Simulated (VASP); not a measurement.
# HC6 in VASP: a series of runs, part 2 of 2

VASP 6.6.1. Earlier steps stand in the parts before.

## (5) Single point, LDA

INCAR

```
SYSTEM = HC6
ALGO = Normal
DIPOL = 0.5 0.5 0.307
EDIFF = 1E-6
ENCUT = 520
IDIPOL = 3
ISIF = 2
ISMEAR = 0
LASPH = .TRUE.
LCHARG = .TRUE.
LDIPOL = .TRUE.
LELF = .TRUE.
LREAL = .FALSE.
LVACPOTAV = .TRUE.
LVHAR = .TRUE.
LWAVE = .FALSE.
NBANDS = 38
NELM = 100
PREC = Accurate
SIGMA = 0.1
```

KPOINTS

```
k-points
0
G
  6 3 1
  0 0 0
```

POSCAR

```
HC6
1.0
    4.8895256614      0.0000000000      0.0000000000
   -1.2223814153      8.7849592876      0.0000000000
    0.0000000000      0.0000000000     22.7474729025
C H
12 2
Direct
    0.0193612757      0.0774451030      0.1758437088
    0.5193612758      0.0774451030      0.1758437088
    0.2742015947      0.0968063788      0.2059542860
    0.7742015947      0.0968063788      0.2059542860
    0.2838822326      0.1355289303      0.2661754406
    0.7838822326      0.1355289303      0.2661754406
    0.0386279421      0.1545151615      0.2955067254
    0.5386279421      0.1545151615      0.2955067254
    0.0488684834      0.1954807970      0.3583587359
    0.5488684834      0.1954807970      0.3583587359
    0.3031723044      0.2126952264      0.3845470194
    0.8031723044      0.2126952264      0.3845470194
    0.0488684834      0.0460940537      0.4605994234
    0.0488684834      0.3448675403      0.4605994234
```

Potentials or basis: VASP PAW LDA potentials, release 64 (C, H).

The run is started by

```bash
cat potpaw_LDA.64/C/POTCAR potpaw_LDA.64/H/POTCAR > POTCAR
mpirun -np 1 vasp_std > vasp.out
```

OUTCAR:

```text
SYSTEM = HC6
   EDIFF = 1E-6
   ENCUT = 520
   ISIF = 2
   ISMEAR = 0
   LASPH = .TRUE.
   LREAL = .FALSE.
   NELM = 100
   PREC = Accurate

 ion  position               nearest neighbor table
   1  0.019  0.077  0.176-   4 1.41   3 1.41
   2  0.519  0.077  0.176-   4 1.41   3 1.41
   3  0.274  0.097  0.206-   2 1.41   1 1.41   5 1.41
   4  0.774  0.097  0.206-   1 1.41   2 1.41   6 1.41
   5  0.284  0.136  0.266-   8 1.40   7 1.40   3 1.41
   6  0.784  0.136  0.266-   7 1.40   8 1.40   4 1.41
   7  0.039  0.155  0.296-   6 1.40   5 1.40   9 1.47
   8  0.539  0.155  0.296-   5 1.40   6 1.40  10 1.47
   9  0.049  0.195  0.358-  12 1.37  11 1.37   7 1.47
  10  0.549  0.195  0.358-  11 1.37  12 1.37   8 1.47
  11  0.303  0.213  0.385-  10 1.37   9 1.37
  12  0.803  0.213  0.385-   9 1.37  10 1.37
  13  0.049  0.046  0.461-
  14  0.049  0.345  0.461-

  LATTYP: Found a simple monoclinic cell.
 ALAT       =     4.8895256614
 B/A-ratio  =     4.6522862293
 C/A-ratio  =     1.8139991911
 COS(beta)  =    -0.1378170405

  Lattice vectors:

 A1 = (   4.8895256614,   0.0000000000,   0.0000000000)
 A2 = (   0.0000000000,   0.0000000000, -22.7474729025)
 A3 = (  -1.2223814153,   8.7849592876,   0.0000000000)

Analysis of symmetry for initial positions (statically):
=====================================================================
 Subroutine PRICEL returns:
 Original cell was already a primitive cell.

 Routine SETGRP: Setting up the symmetry group for a
 simple monoclinic supercell.

 Subroutine GETGRP returns: Found  1 space group operations
 (whereof  1 operations were pure point group operations)
 out of a pool of  4 trial point group operations.

The static configuration has the point symmetry C_1 .

Analysis of symmetry for dynamics (positions and initial velocities):
[... 157 lines left out ...]

 dipolmoment           0.000000      0.000000      0.315195 electrons x Angstroem

 number of electron      49.9999997 magnetization

 dipolmoment           0.000000      0.000000     -0.114879 electrons x Angstroem

 Free energy of the ion-electron system (eV)
  ---------------------------------------------------
  ext. energy  EPLUGINS =         0.00000000
  ---------------------------------------------------
  free energy    TOTEN  =      -109.94843183 eV

  energy without entropy =     -109.86881547  energy(sigma->0) =     -109.90862365

 E-fermi :  -4.8021     XC(G=0):  -2.0657

 val. band max:       -4.8067250027   @ k =   0.5000   0.0000   0.0000
 cond. band min:      -4.7467159209   @ k =  -0.3333   0.3333   0.0000
 fundamental gap:      0.0600090818
 Fermi energy:        -4.8021128829

 k-point     1 :       0.0000    0.0000    0.0000
  band No.  band energies     occupation
      1     -23.4804      2.00000
      2     -21.8052      2.00000
      3     -19.3579      2.00000
      4     -19.2699      2.00000
      5     -19.2020      2.00000
      6     -17.6908      2.00000
[... 389 lines left out ...]
     36       1.2352      0.00000
     37       1.7347      0.00000
 [bands above 37 left out]

------------------------ aborting loop because EDIFF is reached ----------------------------------------

  FORCE on cell =-STRESS in cart. coord.  units (eV):
  Direction    XX          YY          ZZ          XY          YZ          ZX
  --------------------------------------------------------------------------------------
  -------------------------------------------------------------------------------------
  Total        0.9775675     -3.2345465     -2.3853960     -1.9509095     -0.5027391     -0.3433670
  in kB        1.6029416     -5.3037659     -3.9113928     -3.1989545     -0.8243538     -0.5630273
  external PRESSURE =      -2.5374057 kB  Pullay stress =       0.0000000 kB

 VOLUME and BASIS-vectors are now :
 -----------------------------------------------------------------------------
  energy-cutoff  :      520.00
  volume of cell :      977.10
      direct lattice vectors                 reciprocal lattice vectors
     4.889525661  0.000000000  0.000000000     0.204518816  0.028457730  0.000000000
    -1.222381415  8.784959288  0.000000000     0.000000000  0.113830920  0.000000000
     0.000000000  0.000000000 22.747472903     0.000000000  0.000000000  0.043960927

 POSITION                                       TOTAL-FORCE (eV/Angst)
 -----------------------------------------------------------------------------------
     -0.00000      0.68035      4.00000        -0.011410      0.459397      1.919175
      2.44476      0.68035      4.00000         0.021038      0.520104      1.801909
      1.22238      0.85044      4.68494         0.059299     -0.788572     -3.126738
      3.66714      0.85044      4.68494        -0.069299     -0.888560     -3.261803
      1.22238      1.19062      6.05482         0.146398      0.179337      0.996014
      3.66714      1.19062      6.05482        -0.144489      0.313826      1.113813
     -0.00000      1.35741      6.72203         0.031516      0.365198      0.958021
      2.44476      1.35741      6.72203        -0.018445      0.105617      0.353116
     -0.00001      1.71729      8.15176        -0.029102     -0.385753     -1.406885
      2.44475      1.71729      8.15176         0.024477     -0.213967     -0.858339
      1.22237      1.86852      8.74747        -0.338755     -0.473528      1.665820
      3.66714      1.86852      8.74747         0.507267      1.231684      1.904898
      0.18260      0.40493     10.47747         0.661036      1.035019     -0.592510
     -0.18262      3.02965     10.47747        -0.839531     -1.459801     -1.466491
 -----------------------------------------------------------------------------------
    total drift:                                0.000594      0.000308     -0.000169

  FREE ENERGIE OF THE ION-ELECTRON SYSTEM (eV)
  ---------------------------------------------------
  free  energy   TOTEN  =      -109.9484318321 eV

  energy  without entropy=     -109.8688154738  energy(sigma->0) =     -109.90862365

 vacuum level on the upper side and lower side of the slab         1.034         1.518
```

Run time: 20 min. Hardware: 1 thread of Intel Xeon 8259CL, shared host; peak memory 0.79 GiB.

What came out:

```yaml
Free_energy: -109.9484 eV
Largest_force: 3.381 eV/Å
Band_gap_on_the_k_mesh: 0.04 eV
```

Forces in eV/Å, atoms in the order of the input:
```
C   -0.011  0.459  1.919
C    0.021  0.520  1.802
C    0.059 -0.789 -3.127
C   -0.069 -0.889 -3.262
C    0.146  0.179  0.996
C   -0.144  0.314  1.114
C    0.032  0.365  0.958
C   -0.018  0.106  0.353
C   -0.029 -0.386 -1.407
C    0.024 -0.214 -0.858
C   -0.339 -0.474  1.666
C    0.507  1.232  1.905
H    0.661  1.035 -0.593
H   -0.840 -1.460 -1.466
```

Caveat: the smearing spreads over this small gap.

## (6) The runs side by side

| cell | gap on the mesh (eV) | largest force (eV/Å) |
| --- | --- | --- |
| as given, atomic positions A | 0.05 | 3.23 |
| as given, atomic positions B | 0.08 | 3.37 |
| as given, atomic positions C | 0.04 | 3.66 |
| as given, atomic positions D | 0.04 | 3.38 |

Alike in all rows: task single point; level LDA; potentials or basis VASP PAW LDA potentials, release 64 (C, H); no spin polarisation; k mesh 6 × 3 × 1; cutoff (eV) 520; smearing gaussian 0.1 eV.

Caveats: the smearing spreads over this small gap (at least some runs).

Total energies depend on the potentials used, so only differences within one code and one set of settings carry meaning.

The gap in the log of VASP goes by the Fermi energy; the results here count the filled bands.